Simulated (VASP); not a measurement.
Write the native input for VASP 6.6.1 that does the following.

```yaml
Task: single point
Functional: PBE
Potentials_or_basis: VASP PAW PBE potentials, release 64 (Al, Cl, F)
Cutoff: 520 eV
k_mesh: 6 × 6 × 2
Occupations: gaussian, width 0.1 eV
Spin: no spin polarisation
Dipole_correction: no
Further_INCAR_settings: ALGO = Normal; EDIFF = 1e-07; NBANDS = 34
```

The structure of AlClF2 lies in POSCAR:

```
AlClF2
1.0
    4.3005832976      0.0000000000      0.0000000000
   -2.1502916488      3.7244143868      0.0000000000
    0.0000000000      0.0000000000     12.6011303270
Al Cl F
2 2 4
Direct
    0.0000000000      0.0000000000      0.2500000000
    0.0000000000      0.0000000000      0.7500000000
    0.3333333333      0.6666666667      0.7500000000
    0.6666666667      0.3333333333      0.2500000000
    0.0000000000      0.0000000000      0.8806684186
    0.0000000000      0.0000000000      0.3806684186
    0.0000000000      0.0000000000      0.1193315814
    0.0000000000      0.0000000000      0.6193315814
```

The cell was generated, and may not be a known phase.

The input as run:

INCAR

```
SYSTEM = AlClF2
PREC = Accurate ; ENCUT = 520
EDIFF = 1E-7 ; ISMEAR = 0
SIGMA = 0.1 ; LREAL = .FALSE.
LASPH = .TRUE. ; NELM = 60
ALGO = Normal ; ISIF = 2
LWAVE = .FALSE. ; LCHARG = .TRUE.
GGA = PE ; LELF = .TRUE.
LVHAR = .TRUE. ; NBANDS = 34
```

KPOINTS

```
regular mesh
0
G
  6 6 2
  0 0 0
```

Potentials or basis: VASP PAW PBE potentials, release 64 (Al, Cl, F).

Run with:

```sh
$ cat potpaw_PBE.64/Al/POTCAR potpaw_PBE.64/Cl/POTCAR potpaw_PBE.64/F/POTCAR > POTCAR
$ mpirun -np 1 vasp_std > vasp.out
```

Results of the run:

```
Pressure               : 0.2 GPa
Largest force          : 0.171 eV/Å
Band gap on the k mesh : 4.12 eV (least direct gap 4.80 eV)
```

Caveat: this functional lacks dispersion, which binds layers or chains, so the pressure and a relaxed spacing across them are unreliable.

It took 42 s on 1 thread of Intel(R) Xeon(R) 6975P-C (Granite Rapids), on a shared host, peak memory 0.33 GiB.
